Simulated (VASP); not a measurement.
# F (C2/c) in VASP: notebook

Runs on F. Level: PBE+D3(BJ). Tasks: single point.

Everything below comes from runs of VASP 6.6.1. Logs are shortened: lines on timing, memory, paths and dates and some standing lists are left out, and cuts for length are marked.

**1. The cell of the first run**

It takes space group C2/c (No. 15, monoclinic). The conventional cell has a = 5.478 Å, b = 3.752 Å, c = 7.119 Å, α = 90.00°, β = 90.96°, γ = 90.00°. F (site symmetry 1) has 1 F at 1.48 Å within 2.0 Å.

**2. Single point, PBE+D3(BJ) (18.29 Å³/atom)**

INCAR reads:

```
PREC = Accurate ; ENCUT = 520
EDIFF = 1E-6 ; ISMEAR = 0
SIGMA = 0.05 ; LREAL = F
LASPH = T ; NELM = 60
ALGO = Normal ; ISIF = 2
LWAVE = F ; LCHARG = F
GGA = PE ; IVDW = 12
NBANDS = 22
```

KPOINTS reads:

```
regular mesh
0
Gamma
  8 8 4
```

POSCAR reads:

```
F
1.0
    2.7239815093     -1.8757839744      0.2874697616
    2.7239815093      1.8757839744      0.2874697616
   -0.8655810057      0.0000000000      7.0665503466
F
4
Direct
    0.9138648456      0.5855481450      0.0939279973
    0.4144518550      0.0861351544      0.4060720027
    0.0861351544      0.4144518550      0.9060720027
    0.5855481450      0.9138648456      0.5939279973
```

Potentials or basis: VASP PAW PBE potentials, release 64 (F).

The run is started by

```bash
cat potpaw_PBE.64/F/POTCAR > POTCAR
mpirun -np 1 vasp_std > vasp.out
```

OUTCAR:

```text
PREC = Accurate
   ENCUT = 520
   EDIFF = 1E-6
   ISMEAR = 0
   LREAL = F
   LASPH = T
   NELM = 60
   ISIF = 2
   GGA = PE
   IVDW = 12
 IVDW          = 12

 ion  position               nearest neighbor table
   1  0.914  0.586  0.094-   3 1.48
   2  0.414  0.086  0.406-   4 1.48
   3  0.086  0.414  0.906-   1 1.48
   4  0.586  0.914  0.594-   2 1.48

  LATTYP: Found a base centered monoclinic cell.
 ALAT       =     5.4782165444
 B/A-ratio  =     0.6848155633
 C/A-ratio  =     1.2995772224
 COS(beta)  =    -0.0167382144

  Lattice vectors:

 A1 = (   2.7239815093,  -1.8757839744,   0.2874697616)
 A2 = (   2.7239815093,   1.8757839744,   0.2874697616)
 A3 = (  -0.8655810057,   0.0000000000,   7.0665503466)

Analysis of symmetry for initial positions (statically):
=====================================================================
 Subroutine PRICEL returns:
 Original cell was already a primitive cell.

 Routine SETGRP: Setting up the symmetry group for a
 base centered monoclinic supercell.

 Subroutine GETGRP returns: Found  4 space group operations
 (whereof  2 operations were pure point group operations)
 out of a pool of  4 trial point group operations.

The static configuration has the point symmetry S_2 .
 The point group associated with its full space group is C_2h.

Analysis of symmetry for dynamics (positions and initial velocities):
=====================================================================
 Subroutine PRICEL returns:
 Original cell was already a primitive cell.

 Routine SETGRP: Setting up the symmetry group for a
 base centered monoclinic supercell.

 Subroutine GETGRP returns: Found  4 space group operations
 (whereof  2 operations were pure point group operations)
 out of a pool of  4 trial point group operations.

The dynamic configuration has the point symmetry S_2 .
 The point group associated with its full space group is C_2h.

 Subroutine INISYM returns: Found  4 space group operations
 (whereof  2 operations are pure point group operations),
 and found     1 'primitive' translations

----------------------------------------------------------------------------------------

                                     Primitive cell

  volume of cell :      73.1480

  direct lattice vectors                    reciprocal lattice vectors
     2.723981509 -1.875783974  0.287469762     0.181212363 -0.266555215  0.022196683
     2.723981509  1.875783974  0.287469762     0.181212363  0.266555215  0.022196683
    -0.865581006  0.000000000  7.066550347    -0.014743566  0.000000000  0.139705825

  length of vectors
     3.319831268  3.319831268  7.119365441     0.323082490  0.323082490  0.140481637

  position of ions in fractional coordinates (direct lattice)
     0.913864846  0.585548145  0.093927997
     0.414451855  0.086135154  0.406072003
     0.086135154  0.414451855  0.906072003
     0.585548145  0.913864846  0.593927997

  ion indices of the primitive-cell ions
   primitive index   ion index
                 1           1
                 2           2
                 3           3
                 4           4

----------------------------------------------------------------------------------------

 KPOINTS: regular mesh

Automatic generation of k-mesh.
 Grid dimensions read from file:
 generate k-points for:    8    8    4

 Generating k-lattice:

  Cartesian coordinates                     Fractional coordinates (reciprocal lattice)
     0.022651545 -0.033319402  0.002774585     0.125000000 -0.000000000  0.000000000
     0.022651545  0.033319402  0.002774585    -0.000000000  0.125000000  0.000000000
    -0.003685891  0.000000000  0.034926456    -0.000000000 -0.000000000  0.250000000

  Length of vectors
     0.040385311  0.040385311  0.035120409

  Shift w.r.t. Gamma in fractional coordinates (k-lattice)
     0.000000000  0.000000000  0.000000000

 Subroutine IBZKPT returns following result:
 ===========================================

 Found     78 irreducible k-points:

 Following reciprocal coordinates:
            Coordinates               Weight
  0.000000  0.000000  0.000000      1.000000
  0.125000  0.000000  0.000000      4.000000
  0.250000  0.000000  0.000000      4.000000
  0.375000  0.000000 -0.000000      4.000000
  0.500000  0.000000  0.000000      2.000000
  0.125000  0.125000  0.000000      2.000000
[... 16 lines left out ...]
  0.125000 -0.000000  0.250000      4.000000
  0.250000  0.000000  0.250000      4.000000
 [... further k-points ...]
   k-points           NKPTS =     78   k-points in BZ     NKDIM =     78   number of bands    NBANDS=     22
   number of dos      NEDOS =    301   number of ions     NIONS =      4
   total plane-waves  NPLWV =  42336
   dimension x,y,z NGX =    28 NGY =   28 NGZ =   54
   dimension x,y,z NGXF=    56 NGYF=   56 NGZF=  108
   ions per type =               4
   NGX,Y,Z   is equivalent  to a cutoff of  14.02, 14.02, 12.61 a.u.
   NGXF,Y,Z  is equivalent  to a cutoff of  28.04, 28.04, 25.22 a.u.
 SYSTEM =  unknown system
   PREC   = accura    normal or accurate (medium, high low for compatibility)
   ISTART =      0    job   : 0-new  1-cont  2-samecut
   ICHARG =      2    charge: 1-file 2-atom 10-const
   ISPIN  =      1    spin polarized calculation?
   LNONCOLLINEAR =      F non collinear calculations
   LSORBIT =      F    spin-orbit coupling
   LASPH  =      T    aspherical Exc in radial PAW
   ENCUT  =  520.0 eV  38.22 Ry    6.18 a.u.   6.17  6.17 13.24*2*pi/ulx,y,z
   NELM   =     60;   NELMIN=  2; NELMDL= -5     # of ELM steps
   EDIFF  = 0.1E-05   stopping-criterion for ELM
   LREAL  =      F    real-space projection
   EDIFFG = 0.1E-04   stopping-criterion for IOM
   NSW    =      0    number of steps for IOM
   IBRION =     -1    ionic relax: 0-MD 1-quasi-New 2-CG
   NFREE  =      0    steps in history (QN), initial steepest desc. (CG)
   ISIF   =      2    stress and relaxation
   ISYM   =      2    0-nonsym 1-usesym 2-fastsym
   POTIM  = 0.5000    time-step for ionic-motion
   TEBEG  =    0.0;   TEEND  =   0.0 temperature during run
   PSTRESS=    0.0 pullay stress
   NELECT =      28.0000    total number of electrons
   NUPDOWN=      -1.0000    fix difference up-down
   EMIN   =  10.00;   EMAX   =-10.00  energy-range for DOS
   EFERMI =   0.00;   METHOD = LEGACY
   ISMEAR =     0;   SIGMA  =   0.05  broadening in eV -4-tet -1-fermi 0-gaus
   EFERMI_NEDOS =   21; number of points for ismear=-14 and -15
   IALGO  =     38    algorithm
   IMIX   =      4    mixing-type and parameters
     AMIX     =   0.40;   BMIX     =  1.00
     AMIX_MAG =   1.60;   BMIX_MAG =  1.00
  volume/ion in A,a.u.               =      18.29       123.41
  Fermi-wavevector in a.u.,A,eV,Ry     =   1.188666  2.246254 19.224053  1.412928
  Thomas-Fermi vector in A             =   2.324791
   LORBIT       =      0    0 simple, 1 ext, 2 COOP (PROOUT), +10 PAW based schemes
   GGA     = PE    functional components
   LHFCALC =     F    Hartree Fock is set to
   AEXX    =    0.0000 exact exchange contribution
   IVDW    =    12    specifies the selected vdW correction
   LEPSILON=     F    determine dielectric tensor
   LRPA    =     F    only Hartree local field effects (RPA)
 non-spin polarized calculation
 Gauss-broadening in eV      SIGMA  =   0.05
  energy-cutoff  :      520.00
  volume of cell :       73.15
 maximum number of plane-waves:      1992
 NGX is ok and might be reduce to    28
   NGX = 13   NGY = 13   NGZ = 27

 number of electron      27.9999989 magnetization

 Free energy of the ion-electron system (eV)
  ---------------------------------------------------
  ext. energy  EPLUGINS =         0.00000000
  ---------------------------------------------------
  free energy    TOTEN  =        -7.21917868 eV

  energy without entropy =       -7.21917868  energy(sigma->0) =       -7.21917868

 E-fermi :  -5.7393     XC(G=0):  -7.1116

 val. band max:       -6.0614565945   @ k =   0.0000   0.0000   0.0000
 cond. band min:      -3.7616521494   @ k =   0.0000   0.0000   0.0000
 fundamental gap:      2.2998044451
 Fermi energy:        -5.7392554134

 k-point     1 :       0.0000    0.0000    0.0000
  band No.  band energies     occupation
      1     -29.7840      2.00000
      2     -29.7033      2.00000
      3     -24.7378      2.00000
      4     -24.5448      2.00000
      5     -11.8396      2.00000
      6     -11.3689      2.00000
[... 14 lines left out ...]
     21      13.3077      0.00000
     22      13.9375      0.00000

 k-point     2 :       0.1250    0.0000    0.0000
  band No.  band energies     occupation
      1     -29.7725      2.00000
      2     -29.6982      2.00000
      3     -24.7286      2.00000
      4     -24.5499      2.00000
      5     -11.8248      2.00000
      6     -11.3867      2.00000
[... 14 lines left out ...]
     21      12.6763      0.00000
     22      13.4553      0.00000

 k-point     3 :       0.2500    0.0000    0.0000
  band No.  band energies     occupation
      1     -29.7444      2.00000
      2     -29.6872      2.00000
      3     -24.7032      2.00000
      4     -24.5667      2.00000
      5     -11.7805      2.00000
      6     -11.4388      2.00000
[... 14 lines left out ...]
     21      12.0553      0.00000
     22      12.7507      0.00000
[... 476 lines left out ...]
 k-point    23 :       0.1250   -0.0000    0.2500
  band No.  band energies     occupation
      1     -29.7619      2.00000
      2     -29.7095      2.00000
      3     -24.7021      2.00000
      4     -24.5765      2.00000
      5     -11.7640      2.00000
      6     -11.4553      2.00000
[... 14 lines left out ...]
     21      12.7528      0.00000
     22      13.8286      0.00000

 k-point    24 :       0.2500    0.0000    0.2500
  band No.  band energies     occupation
      1     -29.7359      2.00000
      2     -29.6960      2.00000
      3     -24.6827      2.00000
      4     -24.5871      2.00000
      5     -11.7301      2.00000
      6     -11.4891      2.00000
[... 14 lines left out ...]
     21      11.1803      0.00000
     22      12.1181      0.00000

 [... further k-points ...]

------------------------ aborting loop because EDIFF is reached ----------------------------------------

 Edisp (eV)   -0.10025

 E8    (eV) :    -0.0216

  FORCE on cell =-STRESS in cart. coord.  units (eV):
  Direction    XX          YY          ZZ          XY          YZ          ZX
  --------------------------------------------------------------------------------------
  -------------------------------------------------------------------------------------
  Total      -0.25451    -1.22172    -4.24918     0.00000     0.00000     0.51106
  in kB      -5.57453   -26.75967   -93.07085     0.00000     0.00000    11.19391
  external pressure =      -41.80 kB  Pullay stress =        0.00 kB

 VOLUME and BASIS-vectors are now :
 -----------------------------------------------------------------------------
  energy-cutoff  :      520.00
  volume of cell :       73.15
      direct lattice vectors                 reciprocal lattice vectors
     2.723981509 -1.875783974  0.287469762     0.181212363 -0.266555215  0.022196683
     2.723981509  1.875783974  0.287469762     0.181212363  0.266555215  0.022196683
    -0.865581006  0.000000000  7.066550347    -0.014743566  0.000000000  0.139705825

 POSITION                                       TOTAL-FORCE (eV/Angst)
 -----------------------------------------------------------------------------------
      4.00307     -0.61585      1.09478         0.180535     -0.706331     -1.424655
      1.01210     -0.61585      3.01343        -0.180535     -0.706331      1.424655
      0.57931      0.61585      6.54671        -0.180535      0.706331      1.424655
      3.57028      0.61585      4.62806         0.180535      0.706331     -1.424655
 -----------------------------------------------------------------------------------
    total drift:                               -0.000000     -0.000000      0.000000

  FREE ENERGIE OF THE ION-ELECTRON SYSTEM (eV)
  ---------------------------------------------------
  free  energy   TOTEN  =        -7.3194244483 eV

  energy  without entropy=       -7.3194244483  energy(sigma->0) =       -7.31942445
```

Wall time 2 min (1 thread of Oxide Virtual Turin-like, shared host); peak memory 0.21 GiB.

What came out:

| Item | Value |
| --- | --- |
| Free energy | -7.3194 eV |
| Pressure | -4.2 GPa |
| Largest force | 1.600 eV/Å |
| Band gap on the k mesh | 2.30 eV |
| Dispersion energy per atom | -0.025 eV |

Forces in eV/Å, atoms in the order of the input:
```
F    0.181 -0.706 -1.425
F   -0.181 -0.706  1.425
F   -0.181  0.706  1.425
F    0.181  0.706 -1.425
```

Caveat: the stress differs along the axes, from -9 to -1 GPa; forces of over 1 eV/Å act on the atoms, so gaps and moduli don't describe the material at rest. A k mesh can miss the band edges.

(Part 1 of 2 ends here.)
